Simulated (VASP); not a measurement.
A run of VASP 6.6.1 is set up as follows.

The input INCAR:

```
SYSTEM = Si13Ge3
ALGO     = Normal         ! electronic algorithm
EDIFF    = 1E-7           ! SCF threshold, eV
EDIFFG   = -0.03          ! ionic threshold
ENCUT    = 550            ! plane-wave cutoff, eV
GGA      = PS             ! functional
GGA_COMPAT= .False.      
IBRION   = 2              ! ionic algorithm
ISIF     = 8              ! what is computed and relaxed
ISMEAR   = -1             ! smearing method
ISYM     = -1           
LASPH    = .True.         ! aspherical terms in the spheres
LCHARG   = .False.        ! write CHGCAR
LREAL    = Auto         
LWAVE    = .False.        ! write WAVECAR
NELM     = 120            ! most SCF steps
NELMIN   = 4            
NSW      = 100            ! ionic steps
PREC     = Accurate       ! precision mode
SIGMA    = 0.05           ! smearing width, eV
```

Contents of KPOINTS:

```
explicit points
1
Reciprocal
  0.25000000   0.25000000   0.25000000 1
```

Contents of POSCAR:

```
Si13Ge3
1.0
   10.9578440000      0.0000000000      0.0000000000
    0.0000000000     10.9578440000      0.0000000000
    0.0000000000      0.0000000000     10.9578440000
Si Ge
52 12
Direct
    0.9989130000      0.0000850000      0.0008450000
    0.0042960000      0.5007860000      0.0014390000
    0.0006250000      0.5000980000      0.5022970000
    0.4988030000      0.0005780000      0.9969070000
    0.5001040000      0.9988750000      0.4995530000
    0.4980350000      0.4985080000      0.0030240000
    0.1228770000      0.1284440000      0.1266740000
    0.1243430000      0.1248840000      0.6228110000
    0.1259250000      0.6252020000      0.6270790000
    0.6242540000      0.1238910000      0.1244940000
    0.6214750000      0.1241660000      0.6278530000
    0.6245800000      0.6259850000      0.1252520000
    0.6247180000      0.6251990000      0.6243900000
    0.2539530000      0.2463500000      0.9992170000
    0.2490930000      0.2494480000      0.5003940000
    0.2486270000      0.7503690000      0.5010240000
    0.7525570000      0.2499250000      0.0030630000
    0.7482130000      0.2524480000      0.4977670000
    0.7501870000      0.7464910000      0.0013510000
    0.7493110000      0.7483890000      0.5000080000
    0.3742770000      0.3755380000      0.1242980000
    0.3737560000      0.8726370000      0.1280250000
    0.3775800000      0.8724530000      0.6240800000
    0.8749560000      0.3763130000      0.1235260000
    0.8792660000      0.8716110000      0.1229070000
    0.8767730000      0.8729380000      0.6235700000
    0.2499420000      0.9990460000      0.7463460000
    0.2491110000      0.4975850000      0.2474860000
    0.2509690000      0.4965560000      0.7505100000
    0.7504280000      0.5001600000      0.2501950000
    0.7500630000      0.4978040000      0.7513610000
    0.3735700000      0.1271050000      0.3773460000
    0.3742990000      0.1243530000      0.8776630000
    0.3760320000      0.6235030000      0.3756810000
    0.3757600000      0.6251420000      0.8747680000
    0.8758980000      0.1275690000      0.3725500000
    0.8740300000      0.1267400000      0.8784210000
    0.8753290000      0.6277220000      0.3761870000
    0.8764160000      0.6241930000      0.8759700000
    0.9983670000      0.2513850000      0.2514560000
    0.9998810000      0.2503170000      0.7510360000
    0.9998640000      0.7485830000      0.7510930000
    0.4989190000      0.2504780000      0.2497820000
    0.4972990000      0.2521760000      0.7504590000
    0.5014600000      0.7485850000      0.2535920000
    0.5000190000      0.7491480000      0.7467790000
    0.1225710000      0.3735490000      0.3740830000
    0.1268870000      0.3748270000      0.8763970000
    0.1262730000      0.8730370000      0.3780010000
    0.6271870000      0.3711450000      0.3752880000
    0.6240910000      0.3769040000      0.8751760000
    0.6246650000      0.8735260000      0.8730010000
    0.9996300000      0.0034790000      0.4985750000
    0.4999800000      0.4985270000      0.4972490000
    0.1257730000      0.6250610000      0.1213380000
    0.2520130000      0.7510610000      0.0009180000
    0.3765830000      0.3734400000      0.6230360000
    0.8759490000      0.3745120000      0.6263730000
    0.2500610000      0.0010360000      0.2524930000
    0.7487590000      0.0025220000      0.2517190000
    0.7520090000      0.9999240000      0.7495090000
    0.0020920000      0.7524330000      0.2507030000
    0.1230570000      0.8753260000      0.8733280000
    0.6285430000      0.8747570000      0.3747020000
```

Potentials or basis: VASP PAW PBE potentials, release 64 (Si, Ge_d).

Run with:

```bash
$ cat potpaw_PBE.64/Si/POTCAR potpaw_PBE.64/Ge_d/POTCAR > POTCAR
$ mpirun -np 1 vasp_std > vasp.out
```

Task: Estimate the band gap on the k mesh.

Result: 1.05 eV.

Task: Predict the space group after relaxing (to 0.1 Å).

Result: P1 (No. 1).

Final structure:
```
Si Ge
1.0
    10.94994    0.00000    0.00000
     0.00000   10.94994    0.00000
     0.00000    0.00000   10.94994
Si Ge
52 12
Direct
  0.99880 0.00230 0.00095
  0.99731 0.49679 0.99737
  0.00181 0.50050 0.49927
  0.50094 0.99965 0.99943
  0.49826 0.00140 0.50245
  0.50032 0.49870 0.00031
  0.12356 0.12692 0.12466
  0.12731 0.12683 0.62705
  0.12548 0.62458 0.62546
  0.62325 0.12721 0.12225
  0.62396 0.12583 0.62458
  0.62535 0.62374 0.12530
  0.62735 0.62635 0.62811
  0.24993 0.24963 0.00017
  0.24771 0.24887 0.49845
  0.25061 0.74919 0.50094
  0.74941 0.25139 0.99983
  0.74780 0.24854 0.49784
  0.74945 0.74852 0.00025
  0.75103 0.74734 0.50242
  0.37557 0.37394 0.12514
  0.37936 0.87617 0.12531
  0.37538 0.87496 0.62545
  0.87446 0.37512 0.12471
  0.87439 0.87535 0.12146
  0.87470 0.87172 0.62535
  0.25259 0.00209 0.74819
  0.25205 0.49650 0.25159
  0.24838 0.50103 0.75231
  0.75068 0.49955 0.24940
  0.74839 0.50052 0.75250
  0.37701 0.12756 0.37722
  0.37570 0.12430 0.87633
  0.37353 0.62596 0.37329
  0.37833 0.62260 0.87311
  0.87586 0.12805 0.37503
  0.87636 0.12771 0.87770
  0.87338 0.62269 0.37720
  0.87433 0.62421 0.87537
  0.99960 0.25182 0.24957
  0.00235 0.24898 0.75243
  0.99784 0.74688 0.74834
  0.49991 0.24985 0.24917
  0.50132 0.24826 0.75263
  0.49870 0.74761 0.24789
  0.50036 0.74970 0.74947
  0.12518 0.37483 0.37495
  0.12561 0.37482 0.87584
  0.12730 0.87390 0.37714
  0.62678 0.37357 0.37177
  0.62481 0.37513 0.87578
  0.62363 0.87261 0.87675
  0.00052 0.00011 0.50158
  0.50257 0.50150 0.49876
  0.12509 0.61978 0.12446
  0.25452 0.75004 0.99924
  0.37330 0.37323 0.62697
  0.87483 0.37421 0.62562
  0.25139 0.00091 0.25045
  0.75050 0.00234 0.24786
  0.75020 0.99959 0.75141
  0.99816 0.75078 0.25160
  0.12349 0.87714 0.87198
  0.62326 0.87293 0.37702
```

Caveat: a shifted mesh leaves out Γ, where band edges can lie. A k mesh can miss the band edges.
